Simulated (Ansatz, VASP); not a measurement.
MgS: VASP beside Ansatz

Contents of INCAR:

```
SYSTEM = MgS
PREC = Accurate
ENCUT = 600
EDIFF = 1E-6
ISMEAR = 0
SIGMA = 0.01
LREAL = .False.
LASPH = .True.
NELM = 120
ALGO = Normal
ISIF = 2
LWAVE = .False.
LCHARG = .True.
GGA = PE
LELF = .True.
LVHAR = .True.
NBANDS = 11
GGA_COMPAT = .False.
```

The input KPOINTS:

```
Automatic mesh
0
Gamma
  8 8 8
  0 0 0
```

POSCAR

```
MgS
1.0
    0.0000000000      2.6148576572      2.6148576572
    2.6148576572      0.0000000000      2.6148576572
    2.6148576572      2.6148576572      0.0000000000
Mg S
1 1
Direct
    0.0000000000      0.0000000000      0.0000000000
    0.5000000000      0.5000000000      0.5000000000
```

Input for Ansatz:

```yaml
crystal:
  lattice:
    - [0.0, 2.6148576572, 2.6148576572]
    - [2.6148576572, 0.0, 2.6148576572]
    - [2.6148576572, 2.6148576572, 0.0]
  atoms:
    - { symbol: Mg, position: [0.0, 0.0, 0.0] }
    - { symbol: S, position: [0.5, 0.5, 0.5] }
kpoints:
  mp_grid: { grid: [8, 8, 8] }
hamiltonian:
  xc: pbe
scf:
  occupations: { method: fixed }
  n_extra_bands: 4
output:
  forces: true
  stress: true
  eigenvalues: true
```

Alike in both runs: task single point; functional PBE; k mesh 8 × 8 × 8; no spin polarisation.

|  | VASP | Ansatz |
| --- | --- | --- |
| version | VASP 6.6.1 | Ansatz 0.2.0 |
| potentials or method | VASP PAW PBE potentials, release 64 (Mg, S) | plane waves, PAW |
| plane-wave cutoff (eV) | 600 | 420 |
| occupations | gaussian, width 0.01 eV | fixed |
| valence electrons in the cell | 8 | 16 |

```tsv
	VASP	Ansatz	Ansatz less VASP
gap on the k mesh at the Fermi level (eV)	2.74	2.76	+0.015
pressure (GPa)	-0.3	0.0	+0.27
```

VASP's potentials hold 8 valence electrons a cell and Ansatz's 16, so a difference there can come from the potentials and not from the codes.
